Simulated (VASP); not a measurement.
# Ga2S (C222) in VASP: relaxation of cell and atoms with PBE

Aim: the relaxation of cell and atoms of Ga2S with PBE.

Everything below comes from runs of VASP 6.6.1. Logs are shortened: lines on timing, memory, paths and dates and some standing lists are left out, and cuts for length are marked.

**1. The cell of the first run**

It takes space group C222 (No. 21, orthorhombic). Conventional cell: a = 4.315 Å, b = 6.289 Å, c = 4.604 Å, α = 90.00°, β = 90.00°, γ = 90.00°. Within 3.6 Å of Ga (site symmetry 2) lie 4 S at 2.50 to 3.54 Å and 4 Ga at 2.55 to 3.42 Å. S (site symmetry 222) has 4 Ga at 2.50 Å within 3.3 Å.

The cell was generated, and may not be a known phase.

**2. Relaxation of cell and atoms, PBE**

Contents of INCAR:

```
PREC = Accurate
ENCUT = 600
EDIFF = 1E-6
ISMEAR = 0
SIGMA = 0.1
LREAL = False
LASPH = True
NELM = 100
ALGO = Normal
ISIF = 3
LWAVE = False
LCHARG = False
GGA = PE
IBRION = 2
NSW = 100
EDIFFG = -0.01
```

Contents of KPOINTS:

```
Automatic mesh
0
Gamma
  10 10 8
```

Contents of POSCAR:

```
Ga2S
1.0
    2.1572887648     -3.1444265141      0.0000000000
    2.1572887648      3.1444265141      0.0000000000
    0.0000000000      0.0000000000      4.6043535555
Ga S
2 1
Direct
    0.0000000000      0.5000000000      0.3528412100
    0.5000000000      0.0000000000      0.6471587900
    0.0000000000      0.0000000000      0.0000000000
```

Potentials or basis: VASP PAW PBE potentials, release 64 (Ga_d, S).

Started as:

```sh
> cat potpaw_PBE.64/Ga_d/POTCAR potpaw_PBE.64/S/POTCAR > POTCAR
> mpirun -np 1 vasp_std > vasp.out
```

OUTCAR:

```text
PREC = Accurate
   ENCUT = 600
   EDIFF = 1E-6
   ISMEAR = 0
   LREAL = False
   LASPH = True
   NELM = 100
   ISIF = 3
   GGA = PE
   IBRION = 2
   NSW = 100
   EDIFFG = -0.01

 ion  position               nearest neighbor table
   1  0.000  0.500  0.353-   3 2.50   3 2.50   2 2.55   2 2.55
   2  0.500  0.000  0.647-   3 2.50   3 2.50   1 2.55   1 2.55
   3  0.000  0.000  0.000-   1 2.50   2 2.50   1 2.50   2 2.50

  LATTYP: Found a base centered orthorhombic cell.
 ALAT       =     4.3145775296
 B/A-ratio  =     1.4575825756
 C/A-ratio  =     1.0671620857

  Lattice vectors:

 A1 = (   2.1572887648,  -3.1444265141,   0.0000000000)
 A2 = (   2.1572887648,   3.1444265141,   0.0000000000)
 A3 = (   0.0000000000,   0.0000000000,   4.6043535555)

Analysis of symmetry for initial positions (statically):
=====================================================================
 Subroutine PRICEL returns:
 Original cell was already a primitive cell.

 Routine SETGRP: Setting up the symmetry group for a
 base centered orthorhombic supercell.

 Subroutine GETGRP returns: Found  4 space group operations
 (whereof  4 operations were pure point group operations)
 out of a pool of  8 trial point group operations.

The static configuration has the point symmetry D_2 .

Analysis of symmetry for dynamics (positions and initial velocities):
=====================================================================
 Subroutine PRICEL returns:
 Original cell was already a primitive cell.

 Routine SETGRP: Setting up the symmetry group for a
 base centered orthorhombic supercell.

 Subroutine GETGRP returns: Found  4 space group operations
 (whereof  4 operations were pure point group operations)
 out of a pool of  8 trial point group operations.

The dynamic configuration has the point symmetry D_2 .

 Subroutine INISYM returns: Found  4 space group operations
 (whereof  4 operations are pure point group operations),
 and found     1 'primitive' translations

----------------------------------------------------------------------------------------

                                     Primitive cell

  volume of cell :      62.4667

  direct lattice vectors                    reciprocal lattice vectors
     2.157288765 -3.144426514  0.000000000     0.231772403 -0.159011507  0.000000000
     2.157288765  3.144426514  0.000000000     0.231772403  0.159011507  0.000000000
     0.000000000  0.000000000  4.604353556     0.000000000  0.000000000  0.217185754

  length of vectors
     3.813307346  3.813307346  4.604353556     0.281074912  0.281074912  0.217185754

  position of ions in fractional coordinates (direct lattice)
     1.000000000  0.500000000  0.352841210
     0.500000000  1.000000000  0.647158790
     0.000000000  0.000000000  0.000000000

  ion indices of the primitive-cell ions
   primitive index   ion index
                 1           1
                 2           2
                 3           3

----------------------------------------------------------------------------------------

 KPOINTS: Automatic mesh

Automatic generation of k-mesh.
 Grid dimensions read from file:
 generate k-points for:   10   10    8

 Generating k-lattice:

  Cartesian coordinates                     Fractional coordinates (reciprocal lattice)
     0.023177240 -0.015901151  0.000000000     0.100000000 -0.000000000  0.000000000
     0.023177240  0.015901151  0.000000000    -0.000000000  0.100000000  0.000000000
     0.000000000  0.000000000  0.027148219     0.000000000  0.000000000  0.125000000

  Length of vectors
     0.028107491  0.028107491  0.027148219

  Shift w.r.t. Gamma in fractional coordinates (k-lattice)
     0.000000000  0.000000000  0.000000000

 Subroutine IBZKPT returns following result:
 ===========================================

 Found    155 irreducible k-points:

 Following reciprocal coordinates:
            Coordinates               Weight
  0.000000  0.000000  0.000000      1.000000
  0.100000  0.000000  0.000000      4.000000
  0.200000  0.000000  0.000000      4.000000
  0.300000 -0.000000  0.000000      4.000000
  0.400000 -0.000000  0.000000      4.000000
  0.500000 -0.000000  0.000000      2.000000
[... 16 lines left out ...]
  0.300000  0.300000  0.000000      2.000000
  0.400000  0.300000  0.000000      4.000000
 [... further k-points ...]
   k-points           NKPTS =    155   k-points in BZ     NKDIM =    155   number of bands    NBANDS=     20
   number of dos      NEDOS =    301   number of ions     NIONS =      3
   total plane-waves  NPLWV =  36000
   dimension x,y,z NGX =    30 NGY =   30 NGZ =   40
   dimension x,y,z NGXF=    60 NGYF=   60 NGZF=   80
   ions per type =               2   1
   NGX,Y,Z   is equivalent  to a cutoff of  13.08, 13.08, 14.44 a.u.
   NGXF,Y,Z  is equivalent  to a cutoff of  26.16, 26.16, 28.88 a.u.
 SYSTEM =  unknown system
   PREC   = accura    normal or accurate (medium, high low for compatibility)
   ISTART =      0    job   : 0-new  1-cont  2-samecut
   ICHARG =      2    charge: 1-file 2-atom 10-const
   ISPIN  =      1    spin polarized calculation?
   LNONCOLLINEAR =      F non collinear calculations
   LSORBIT =      F    spin-orbit coupling
   LASPH  =      T    aspherical Exc in radial PAW
   ENCUT  =  600.0 eV  44.10 Ry    6.64 a.u.   7.62  7.62  9.20*2*pi/ulx,y,z
   NELM   =    100;   NELMIN=  2; NELMDL= -5     # of ELM steps
   EDIFF  = 0.1E-05   stopping-criterion for ELM
   LREAL  =      F    real-space projection
   EDIFFG = -.1E-01   stopping-criterion for IOM
   NSW    =    100    number of steps for IOM
   IBRION =      2    ionic relax: 0-MD 1-quasi-New 2-CG
   NFREE  =      1    steps in history (QN), initial steepest desc. (CG)
   ISIF   =      3    stress and relaxation
   ISYM   =      2    0-nonsym 1-usesym 2-fastsym
   POTIM  = 0.5000    time-step for ionic-motion
   TEBEG  =    0.0;   TEEND  =   0.0 temperature during run
   PSTRESS=    0.0 pullay stress
   NELECT =      32.0000    total number of electrons
   NUPDOWN=      -1.0000    fix difference up-down
   EMIN   =  10.00;   EMAX   =-10.00  energy-range for DOS
   EFERMI =   0.00;   METHOD = LEGACY
   ISMEAR =     0;   SIGMA  =   0.10  broadening in eV -4-tet -1-fermi 0-gaus
   EFERMI_NEDOS =   21; number of points for ismear=-14 and -15
   IALGO  =     38    algorithm
   IMIX   =      4    mixing-type and parameters
     AMIX     =   0.40;   BMIX     =  1.00
     AMIX_MAG =   1.60;   BMIX_MAG =  1.00
  volume/ion in A,a.u.               =      20.82       140.52
  Fermi-wavevector in a.u.,A,eV,Ry     =   1.309912  2.475374 23.345811  1.715869
  Thomas-Fermi vector in A             =   2.440478
   LORBIT       =      0    0 simple, 1 ext, 2 COOP (PROOUT), +10 PAW based schemes
   GGA     = PE    functional components
   LHFCALC =     F    Hartree Fock is set to
   AEXX    =    0.0000 exact exchange contribution
   IVDW    =     0    specifies the selected vdW correction
   LEPSILON=     F    determine dielectric tensor
   LRPA    =     F    only Hartree local field effects (RPA)
 conjugate gradient relaxation of ions
 non-spin polarized calculation
 Gauss-broadening in eV      SIGMA  =   0.10
  energy-cutoff  :      600.00
  volume of cell :       62.47
 maximum number of plane-waves:      2118
   NGX = 15   NGY = 15   NGZ = 19

--------------------------------------- Ionic step        1  -------------------------------------------

 number of electron      32.0000005 magnetization

 Free energy of the ion-electron system (eV)
  ---------------------------------------------------
  ext. energy  EPLUGINS =         0.00000000
  ---------------------------------------------------
  free energy    TOTEN  =       -10.69654317 eV

  energy without entropy =      -10.69411268  energy(sigma->0) =      -10.69532793

------------------------ aborting loop because EDIFF is reached ----------------------------------------

  FORCE on cell =-STRESS in cart. coord.  units (eV):
  Direction    XX          YY          ZZ          XY          YZ          ZX
  --------------------------------------------------------------------------------------
  -------------------------------------------------------------------------------------
  Total        0.4968447     -0.0923816      0.5572004      0.0000000      0.0000000      0.0000000
  in kB       12.7433276     -2.3694501     14.2913605      0.0000000      0.0000000      0.0000000
  external PRESSURE =       8.2217460 kB  Pullay stress =       0.0000000 kB
[... 92 lines left out ...]
  FREE ENERGIE OF THE ION-ELECTRON SYSTEM (eV)
  ---------------------------------------------------
  free  energy   TOTEN  =       -10.7037553969 eV

  energy  without entropy=      -10.7012492876  energy(sigma->0) =      -10.70250234

 E-fermi :   4.9439     XC(G=0): -10.0000

 val. band max:        4.9104300240   @ k =   0.0000   0.0000   0.3750
 cond. band min:       4.9556297717   @ k =  -0.1000   0.1000   0.3750
 fundamental gap:      0.0451997476
 Fermi energy:         4.9438570256

 k-point     1 :       0.0000    0.0000    0.0000
  band No.  band energies     occupation
      1     -10.4495      2.00000
      2     -10.3462      2.00000
      3     -10.3213      2.00000
      4     -10.2631      2.00000
      5     -10.2156      2.00000
      6     -10.2028      2.00000
[... 541 lines left out ...]
     19       7.3761      0.00000
     20       9.3695      0.00000

 [... further k-points ...]

[... ionic steps 4 to 14 ...]

--------------------------------------- Ionic step       15  -------------------------------------------

 number of electron      32.0000006 magnetization

------------------------ aborting loop because EDIFF is reached ----------------------------------------
[... 69 lines left out ...]
--------------------------------------- Ionic step       17  -------------------------------------------

 number of electron      32.0000008 magnetization

 Free energy of the ion-electron system (eV)
  ---------------------------------------------------
  ext. energy  EPLUGINS =         0.00000000
  ---------------------------------------------------
  free energy    TOTEN  =       -10.71320132 eV

  energy without entropy =      -10.71042894  energy(sigma->0) =      -10.71181513

 E-fermi :   4.9040     XC(G=0):  -9.9819

 val. band max:        4.8666018194   @ k =  -0.3000   0.3000   0.5000
 cond. band min:       4.9081703987   @ k =  -0.1000   0.1000   0.3750
 fundamental gap:      0.0415685794
 Fermi energy:         4.9039745177

 k-point     1 :       0.0000    0.0000    0.0000
  band No.  band energies     occupation
      1     -10.4775      2.00000
      2     -10.3780      2.00000
      3     -10.3517      2.00000
      4     -10.2952      2.00000
      5     -10.2482      2.00000
      6     -10.2354      2.00000
[... 541 lines left out ...]
     19       7.3230      0.00000
     20       9.3397      0.00000

 [... further k-points ...]

------------------------ aborting loop because EDIFF is reached ----------------------------------------

  FORCE on cell =-STRESS in cart. coord.  units (eV):
  Direction    XX          YY          ZZ          XY          YZ          ZX
  --------------------------------------------------------------------------------------
  -------------------------------------------------------------------------------------
  Total       -0.0288923     -0.0190548     -0.0054373      0.0000000      0.0000000      0.0000000
  in kB       -0.7331271     -0.4835055     -0.1379674      0.0000000      0.0000000      0.0000000
  external PRESSURE =      -0.4515333 kB  Pullay stress =       0.0000000 kB
[... 18 lines left out ...]
  FREE ENERGIE OF THE ION-ELECTRON SYSTEM (eV)
  ---------------------------------------------------
  free  energy   TOTEN  =       -10.7132013233 eV

  energy  without entropy=      -10.7104289441  energy(sigma->0) =      -10.71181513

 reached required accuracy - stopping structural energy minimisation
```

Run time: 15 min. Hardware: 1 thread of AMD EPYC 9R45 (Zen 5), shared host; peak memory 0.33 GiB.

Results:

| Property | Result |
| --- | --- |
| Free energy | -10.7132 eV |
| Relaxed volume | 21.05 Å³/atom |
| Relaxed cell | a = 3.731 Å, b = 3.731 Å, c = 4.763 Å, α = 90.00°, β = 90.00°, γ = 107.76° |
| Space group after relaxing (to 0.1 Å) | C222 (No. 21) |
| Energy gained by relaxing | 5.6 meV/atom |
| Ionic steps | 17 |
| Pressure after relaxing | 0.0 GPa |
| Largest force after relaxing | 0.007 eV/Å |
| Band gap on the k mesh | zero (bands 16 and 17 overlap by 3.02 eV) |

Forces on the atoms (eV/Å):
```
Ga   0.000  0.000 -0.007
Ga   0.000  0.000  0.007
S    0.000  0.000  0.000
```

The path:
| step | energy change (eV) | largest force (eV/Å) | pressure (GPa) | volume (Å³) |
| --- | --- | --- | --- | --- |
| 1 | 0.0000 | 0.0200 | 0.82 | 62.47 |
| 2 | -0.0062 | 0.0109 | 0.01 | 63.44 |
| 3 | -0.0072 | 0.0357 | -0.49 | 64.09 |
| 4 | -0.0111 | 0.0063 | -0.36 | 63.93 |
| 5 | -0.0146 | 0.0397 | -0.09 | 63.62 |
| 6 | -0.0147 | 0.0492 | -0.21 | 63.55 |
| 7 | -0.0163 | 0.0055 | -0.01 | 63.08 |
| 8 | -0.0165 | 0.0168 | 0.27 | 62.84 |
| 9 | -0.0165 | 0.0075 | 0.06 | 62.94 |
| 10 | -0.0165 | 0.0107 | 0.11 | 62.91 |
| 11 | -0.0165 | 0.0132 | 0.16 | 62.89 |
| 12 | -0.0165 | 0.0347 | -0.20 | 63.13 |
| 13 | -0.0166 | 0.0266 | 0.02 | 63.04 |
| 14 | -0.0166 | 0.0265 | -0.04 | 63.05 |
| 15 | -0.0166 | 0.0272 | 0.03 | 63.04 |
| 16 | -0.0167 | 0.0109 | -0.04 | 63.12 |
| 17 | -0.0167 | 0.0067 | -0.05 | 63.14 |

Final structure:
```
CELL_PARAMETERS angstrom
2.19947 -3.01381 0.00000
2.19947 3.01381 0.00000
0.00000 0.00000 4.76266
ATOMIC_POSITIONS crystal
Ga 0.00000 0.50000 0.35256
Ga 0.50000 0.00000 0.64744
S 0.00000 0.00000 0.00000
```

The gap in the log of VASP goes by the Fermi energy; the results here count the filled bands.